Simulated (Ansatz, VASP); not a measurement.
# One calculation of GeSb2Te4, two programs

Contents of POSCAR:

```
GeSb2Te4
1.0
   -3.8957988871      3.8957988871      3.7340756260
    3.8957988871     -3.8957988871      3.7340756260
    3.8957988871      3.8957988871     -3.7340756260
Ge Sb Te
1 2 4
Direct
    0.0000000000      0.0000000000      0.0000000000
    0.0000000000      0.5000000000      0.5000000000
    0.5000000000      0.0000000000      0.5000000000
    0.0436745082      0.9563254918      0.5000000000
    0.5436745082      0.0436745082      0.0873490164
    0.9563254918      0.4563254918      0.9126509836
    0.4563254918      0.5436745082      0.5000000000
```

INCAR.step1

```
SYSTEM = GeSb2Te4
  ALGO = Normal
  EDIFF = 1E-4
  ENCUT = 520
  GGA = PE
  ISMEAR = -1
  LASPH = .TRUE.
  LCHARG = .FALSE.
  LREAL = .FALSE.
  LWAVE = .TRUE.
  NBANDS = 33
  NELM = 80
  PREC = Accurate
  SIGMA = 0.03
```

File INCAR.step2:

```
SYSTEM = GeSb2Te4
  ALGO = Normal
  BPARAM = 11.95
  CPARAM = 0.0093
  EDIFF = 1E-7
  ENCUT = 520
  ISIF = 2
  ISMEAR = -1
  ISTART = 1
  IVDW_NL = 2
  LASPH = .TRUE.
  LCHARG = .FALSE.
  LMIXTAU = .TRUE.
  LREAL = .FALSE.
  LUSE_VDW = .TRUE.
  LWAVE = .FALSE.
  METAGGA = R2SCAN
  NBANDS = 33
  NELM = 80
  PREC = Accurate
  SIGMA = 0.03
```

Contents of KPOINTS:

```
k-points
0
G
  6 6 6
  0 0 0
```

Input for Ansatz:

```yaml
crystal:
  lattice:
    - [-3.8957988871, 3.8957988871, 3.734075626]
    - [3.8957988871, -3.8957988871, 3.734075626]
    - [3.8957988871, 3.8957988871, -3.734075626]
  atoms:
    - { symbol: Ge, position: [0.0, 0.0, 0.0] }
    - { symbol: Sb, position: [0.0, 0.5, 0.5] }
    - { symbol: Sb, position: [0.5, 0.0, 0.5] }
    - { symbol: Te, position: [0.0436745082, 0.9563254918, 0.5] }
    - { symbol: Te, position: [0.5436745082, 0.0436745082, 0.0873490164] }
    - { symbol: Te, position: [0.9563254918, 0.4563254918, 0.9126509836] }
    - { symbol: Te, position: [0.4563254918, 0.5436745082, 0.5] }
kpoints:
  mp_grid: { grid: [6, 6, 6] }
  band_path:
    path:
      - [0.0, 0.0, 0.0]
      - [0.0, 0.0, 0.5]
      - [-0.5, 0.5, 0.5]
      - [0.479674706, 0.479674706, -0.479674706]
      - [-0.479674706, 0.520325294, 0.479674706]
      - [0.25, 0.25, 0.25]
      - [0.0, 0.5, 0.0]
    npoints: 1
hamiltonian:
  xc: r2scan
  dispersion: rvv10
scf:
  occupations: { method: fermi_dirac, width: 0.03 }
  n_extra_bands: 5
output:
  forces: true
  stress: true
  eigenvalues: true
```

Alike in both runs: task single point; functional r2SCAN; dispersion rVV10; k mesh 6 × 6 × 6; occupations fermi-dirac, width 0.03 eV; no spin polarisation.

|  | VASP | Ansatz |
| --- | --- | --- |
| version | VASP 6.6.1 | Ansatz 0.2.0 |
| potentials or method | VASP PAW PBE potentials, release 64 (Ge_d, Sb, Te) | plane waves, PAW |
| plane-wave cutoff (eV) | 520 | 500 |
| valence electrons in the cell | 48 | 108 |

|  | VASP | Ansatz | Ansatz less VASP |
| --- | --- | --- | --- |
| pressure (GPa) | 0.1 | -0.1 | -0.18 |
| traceless stress, the component that is largest in VASP (GPa) | 0.28 | 0.27 | -0.014 |
| rms of the force components (eV/Å) | 0.009 | 0.002 | -0.0070 |

VASP's potentials were made for PBE, not for r2SCAN. Atom by atom the forces differ by 0.011 eV/Å (rms over components). VASP's potentials hold 48 valence electrons a cell and Ansatz's 108, so a difference there can come from the potentials and not from the codes.

Spin-orbit coupling is off throughout.
